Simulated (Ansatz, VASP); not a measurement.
## Two plane-wave programs on RbBr

POSCAR

```
RbBr
1.0
    0.0000000000      3.4720972769      3.4720972769
    3.4720972769      0.0000000000      3.4720972769
    3.4720972769      3.4720972769      0.0000000000
Rb Br
1 1
Direct
    0.0000000000      0.0000000000      0.0000000000
    0.5000000000      0.5000000000      0.5000000000
```

Contents of INCAR.step1:

```
SYSTEM = RbBr
  ALGO = Normal
  EDIFF = 1E-5
  ENCUT = 520
  GGA = PE
  ISIF = 2
  ISMEAR = -1
  LASPH = .TRUE.
  LCHARG = .FALSE.
  LREAL = .FALSE.
  LWAVE = .TRUE.
  NBANDS = 15
  NELM = 100
  PREC = Accurate
  SIGMA = 0.05
```

The input INCAR.step2:

```
SYSTEM = RbBr
  ALGO = Normal
  EDIFF = 1E-6
  ENCUT = 520
  GGA = PE
  HFSCREEN = 0.2079
  ISIF = 2
  ISMEAR = -1
  ISTART = 1
  LASPH = .TRUE.
  LCHARG = .FALSE.
  LHFCALC = .TRUE.
  LREAL = .FALSE.
  LWAVE = .FALSE.
  NBANDS = 15
  NELM = 100
  PREC = Accurate
  PRECFOCK = Normal
  SIGMA = 0.05
```

The input KPOINTS:

```
k-points
0
G
  4 4 4
  0 0 0
```

input

```
crystal:
  lattice:
    - [0.0, 3.4720972769, 3.4720972769]
    - [3.4720972769, 0.0, 3.4720972769]
    - [3.4720972769, 3.4720972769, 0.0]
  atoms:
    - { symbol: Rb, position: [0.0, 0.0, 0.0] }
    - { symbol: Br, position: [0.5, 0.5, 0.5] }
hamiltonian:
  xc: hse06
  pseudopotentials: { kind: paw }
kpoints:
  mp_grid: { grid: [4, 4, 4] }
scf:
  occupations: { method: fermi_dirac, width: 0.05 }
output:
  forces: true
  stress: true
  eigenvalues: true
```

Alike in both runs: task single point; functional HSE06; k mesh 4 × 4 × 4; occupations fermi-dirac, width 0.05 eV; no spin polarisation.

```csv
,VASP,Ansatz
version,VASP 6.6.1,Ansatz 0.2.0
potentials or method,"VASP PAW PBE potentials, release 64 (Rb_sv, Br)",Ansatz PAW
plane-wave cutoff (eV),520,420
valence electrons in the cell,16,16
```

```tsv
	VASP	Ansatz	Ansatz less VASP
gap on the k mesh at the Fermi level (eV)	5.42	5.42	+0.001
least direct gap on the mesh (eV)	5.42	5.42	+0.001
pressure (GPa)	0.2	0.2	0.00
```

With one functional, cell and mesh, what is left measures potentials, basis and numerics.
